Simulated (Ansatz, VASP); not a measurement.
**NaF: VASP beside Ansatz**

```xyz
12
Lattice="6.3094 0.0000 0.0000 0.0000 6.3094 0.0000 0.0000 0.0000 6.3094" Properties=species:S:1:pos:R:3 pbc="T T T"
Na    4.7321    3.1547    0.0000
Na    3.1547    0.0000    4.7321
Na    0.0000    4.7321    3.1547
Na    0.0000    1.5774    3.1547
Na    1.5774    3.1547    0.0000
Na    3.1547    0.0000    1.5774
F     3.1547    4.7321    0.0000
F     4.7321    0.0000    3.1547
F     0.0000    3.1547    4.7321
F     1.5774    0.0000    3.1547
F     0.0000    3.1547    1.5774
F     3.1547    1.5774    0.0000
```

Alike in both runs: functional PBE; k mesh 4 × 4 × 4; occupations gaussian, width 0.02 eV; no spin polarisation.

Ansatz relaxed the structure, and its values are those at the end. VASP's run is a single point on that final structure, the one shown.

```csv
,VASP,Ansatz
version,VASP 6.6.1,Ansatz 0.2.0
potentials or method,"VASP PAW PBE potentials, release 64 (Na_pv, F), cutoff 520 eV","scalar-relativistic, plane waves, PAW"
valence electrons in the cell,84,96
```

|  | VASP | Ansatz | Ansatz less VASP |
| --- | --- | --- | --- |
| gap on the k mesh at the Fermi level (eV) | 5.14 | 5.15 | +0.015 |
| least direct gap on the mesh (eV) | 5.14 | 5.15 | +0.015 |
| pressure (GPa) | 0.0 | 0.0 | +0.05 |

VASP's potentials hold 84 valence electrons a cell and Ansatz's 96, so a difference there can come from the potentials and not from the codes. Ansatz's warnings: xc potential rough in thin density.
